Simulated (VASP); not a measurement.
A run of VASP 6.6.1 is set up as follows.

File INCAR:

```
SYSTEM = FeO
PREC = Accurate ; ENCUT = 600
EDIFF = 1E-6 ; ISMEAR = 0
SIGMA = 0.05 ; LREAL = .False.
LASPH = .True. ; NELM = 200
ALGO = Normal ; ISIF = 2
LWAVE = .False. ; LCHARG = .True.
ISPIN = 2 ; MAGMOM = 4.05 4.05 0.31 0.31
LORBIT = 11 ; NUPDOWN = 8.8
LMAXMIX = 4 ; LDAU = .True.
LDAUTYPE = 2 ; LDAUL = 2 -1
LDAUU = 7 0 ; LDAUJ = 0 0
LDAUPRINT = 1 ; GGA = PS
LELF = .True. ; LVHAR = .True.
NBANDS = 26 ; GGA_COMPAT = .False.
```

KPOINTS

```
Automatic mesh
0
Gamma
  8 8 8
  0 0 0
```

Contents of POSCAR:

```
FeO
1.0
    0.0000000000      2.1554001600      2.1554001600
    4.3108003200      2.1554001600      2.1554001600
    4.3108003200      4.3108003200      0.0000000000
Fe O
2 2
Direct
    0.0000000000      0.0000000000      0.0000000000
    0.0000000000      0.0000000000      0.5000000000
    0.5000000000      0.5000000000      0.0000000000
    0.5000000000      0.5000000000      0.5000000000
```

Potentials or basis: VASP PAW PBE potentials, release 64 (Fe, O).

The run is started by

```sh
$ cat potpaw_PBE.64/Fe/POTCAR potpaw_PBE.64/O/POTCAR > POTCAR
$ mpirun -np 1 vasp_std > vasp.out
```

(1) Predict the pressure.

Answers

(1) -1.6 GPa.

Caveat: the PAW data sets were made with another functional, which shifts forces and pressure a little; the total moment is fixed, so each spin has its own Fermi level and the state may be an excited one.
